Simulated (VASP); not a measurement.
A run of VASP 6.6.1:

Contents of INCAR:

```
PREC = Accurate ; ENCUT = 520
EDIFF = 1E-7 ; ISMEAR = 0
SIGMA = 0.05 ; LREAL = False
LASPH = True ; NELM = 100
ALGO = Normal ; ISIF = 2
LWAVE = False ; LCHARG = False
GGA = PS ; IVDW = 12
NBANDS = 60 ; NELECT = 96.0
```

File KPOINTS:

```
Automatic mesh
0
Gamma
  6 6 6
```

Contents of POSCAR:

```
Sn4O7
1.0
    3.2156683686      1.8565669983      4.1108686860
   -3.2156683686      1.8565669983      4.1108686860
    0.0000000000     -3.7131339965      4.1108686860
Sn O
4 7
Direct
    0.8647871667      0.8647871667      0.8647871667
    0.3647871667      0.3647871667      0.8647871667
    0.3647871667      0.8647871667      0.3647871667
    0.8647871667      0.3647871667      0.3647871667
    0.6190548989      0.1190548989      0.6190548989
    0.6190548989      0.6190548989      0.1190548989
    0.6105194344      0.6105194344      0.6105194344
    0.1190548989      0.1190548989      0.1190548989
    0.1105194344      0.1105194344      0.6105194344
    0.1105194344      0.6105194344      0.1105194344
    0.6105194344      0.1105194344      0.1105194344
```

Potentials or basis: VASP PAW PBE potentials, release 64 (Sn_d, O).

Run with:

```bash
$ cat potpaw_PBE.64/Sn_d/POTCAR potpaw_PBE.64/O/POTCAR > POTCAR
$ mpirun -np 1 vasp_std > vasp.out
```

Hardware: 1 thread of Intel(R) Xeon(R) 6975P-C (Granite Rapids), on a shared host.

**Question.** How long does it take, and how much memory?

**Answer.** Wall time 5.7 min on 1 thread of Intel(R) Xeon(R) 6975P-C (Granite Rapids), on a shared host, peak memory 0.36 GiB. Counts: scf iterations 17, k points 32.
